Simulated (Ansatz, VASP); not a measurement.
Given: the input of a run of VASP 6.6.1 on HfO2.

File INCAR:

```
SYSTEM = HfO2
ALGO = Normal ; EDIFF = 1E-7
ENCUT = 520 ; GGA = PE
ISIF = 2 ; ISMEAR = -1
LASPH = .TRUE. ; LCHARG = .FALSE.
LREAL = .FALSE. ; LWAVE = .FALSE.
NBANDS = 18 ; NELM = 80
PREC = Accurate ; SIGMA = 0.05
```

KPOINTS

```
k-points
0
G
  8 8 8
  0 0 0
```

File POSCAR:

```
HfO2
1.0
    0.0000000000      2.5830750000      2.5575000000
    2.5830750000      0.0000000000      2.5575000000
    2.5830750000      2.5830750000      0.0000000000
Hf O
1 2
Direct
    0.0000000000      0.0000000000      0.0000000000
    0.7500000000      0.7500000000      0.7500000000
    0.2500000000      0.2500000000      0.2500000000
```

Potentials or basis: VASP PAW PBE potentials, release 64 (Hf_pv, O).

The run is started by

```console
$ cat potpaw_PBE.64/Hf_pv/POTCAR potpaw_PBE.64/O/POTCAR > POTCAR
$ mpirun -np 1 vasp_std > vasp.out
```

Question: Translate it to Ansatz 0.2.0. Potentials there: Ansatz PAW.

Answer: As run (the cutoff follows the program's own potentials):

File input.yaml:

```yaml
crystal:
  lattice:
    - [0.0, 2.583075, 2.5575]
    - [2.583075, 0.0, 2.5575]
    - [2.583075, 2.583075, 0.0]
  atoms:
    - { symbol: Hf, position: [0.0, 0.0, 0.0] }
    - { symbol: O, position: [0.75, 0.75, 0.75] }
    - { symbol: O, position: [0.25, 0.25, 0.25] }
hamiltonian:
  xc: pbe
  pseudopotentials: { kind: paw }
kpoints:
  mp_grid: { grid: [8, 8, 8] }
scf:
  occupations: { method: fermi_dirac, width: 0.05 }
output:
  forces: true
  stress: true
  eigenvalues: true
```

Potentials or basis: Ansatz PAW.

Launch:

```bash
$ ansatz run input.yaml --threads 2 --pin off --max-ram 5632MiB --backend cpu --events-out ev --progress --plain --runs-dir out
```

Both were run:

|  | VASP | Ansatz | Ansatz less VASP |
| --- | --- | --- | --- |
| gap on the k mesh at the Fermi level (eV) | 3.60 | 3.60 | -0.002 |
| least direct gap on the mesh (eV) | 3.60 | 3.60 | -0.002 |
| pressure (GPa) | -10.3 | -6.9 | +3.36 |
| traceless stress, the component that is largest in VASP (GPa) | 2.92 | 2.87 | -0.051 |

The functional is the same, so the differences come from potentials, cutoffs and numerics. VASP's potentials hold 22 valence electrons a cell and Ansatz's 38, so a difference there can come from the potentials and not from the codes.

Neither program's run includes spin-orbit coupling.
